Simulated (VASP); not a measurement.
The system is Al2O3.

```
Al O
1.0
     2.38025    1.37424    4.33187
    -2.38025    1.37424    4.33187
     0.00000   -2.74848    4.33187
Al O
4 6
Cartesian
  0.0000 0.0000 4.5765
  0.0000 0.0000 1.9213
  0.0000 0.0000 8.4191
  0.0000 0.0000 11.0743
  -0.9203 1.3742 7.5808
  -0.7300 -1.4841 7.5808
  1.6503 0.1099 7.5808
  0.9203 -1.3742 5.4148
  0.7300 1.4841 5.4148
  -1.6503 -0.1099 5.4148
```

| Item | Value |
| --- | --- |
| Program | VASP 6.6.1 |
| Task | relaxation of cell and atoms |
| Functional | PBE |
| Potentials or basis | VASP PAW PBE potentials, release 64 (Al, O) |
| Cutoff | 600 eV |
| k mesh | 6 × 6 × 6 |
| Occupations | gaussian, width 0.02 eV |
| Spin | no spin polarisation |

At the start: pressure 6.9 GPa; volume 8.50 Å³/atom.

Question: Where does the relaxation end?

Answer: Over 5 steps the energy falls by 5.1 meV/atom and the volume is 8.74 Å³/atom (+2.8 %); space group R-3c (No. 167, to 0.1 Å) before and after.

Step by step:
| step | energy change (eV) | largest force (eV/Å) | pressure (GPa) | volume (Å³) |
| --- | --- | --- | --- | --- |
| 1 | 0.0000 | 0.0276 | 6.85 | 85.02 |
| 2 | -0.0141 | 0.0476 | -5.32 | 89.57 |
| 3 | -0.0505 | 0.0372 | -0.02 | 87.44 |
| 4 | -0.0505 | 0.0370 | 0.11 | 87.39 |
| 5 | -0.0507 | 0.0032 | 0.11 | 87.40 |

Final structure:
```cif
data_structure
_symmetry_space_group_name_H-M 'P 1'
_symmetry_Int_Tables_number 1
_cell_length_a 5.1772
_cell_length_b 5.1772
_cell_length_c 5.1772
_cell_angle_alpha 55.296
_cell_angle_beta 55.296
_cell_angle_gamma 55.296
_cell_volume 87.40
loop_
_atom_site_label
_atom_site_type_symbol
_atom_site_fract_x
_atom_site_fract_y
_atom_site_fract_z
_atom_site_occupancy
Al1 Al 0.35214 0.35214 0.35214 1
Al2 Al 0.14786 0.14786 0.14786 1
Al3 Al 0.64786 0.64786 0.64786 1
Al4 Al 0.85214 0.85214 0.85214 1
O1 O 0.55620 0.94380 0.25000 1
O2 O 0.25000 0.55620 0.94380 1
O3 O 0.94380 0.25000 0.55620 1
O4 O 0.44380 0.05620 0.75000 1
O5 O 0.75000 0.44380 0.05620 1
O6 O 0.05620 0.75000 0.44380 1
```
